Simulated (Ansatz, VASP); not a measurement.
NaCl: VASP beside Ansatz

```
CELL_PARAMETERS angstrom
0.00000 2.80270 2.80270
2.80270 0.00000 2.80270
2.80270 2.80270 0.00000
ATOMIC_POSITIONS crystal
Na 0.00000 0.00000 0.00000
Cl 0.50000 0.50000 0.50000
```

Alike in both runs: task single point; functional PBEsol; k mesh 6 × 6 × 6; occupations fermi-dirac, width 0.05 eV; no spin polarisation.

|  | VASP | Ansatz |
| --- | --- | --- |
| version | VASP 6.6.1 | Ansatz 0.2.0 |
| potentials or method | VASP PAW PBE potentials, release 64 (Na_pv, Cl) | plane waves |
| plane-wave cutoff (eV) | 500 | 420 |
| valence electrons in the cell | 14 | 16 |

|  | VASP | Ansatz | Ansatz less VASP |
| --- | --- | --- | --- |
| gap on the k mesh at the Fermi level (eV) | 5.00 | 5.00 | +0.004 |
| pressure (GPa) | 0.0 | 0.0 | 0.00 |

VASP's potentials were made for PBE, not for PBEsol. With one functional, cell and mesh, what is left measures potentials, basis and numerics. VASP's potentials hold 14 valence electrons a cell and Ansatz's 16, so a difference there can come from the potentials and not from the codes.
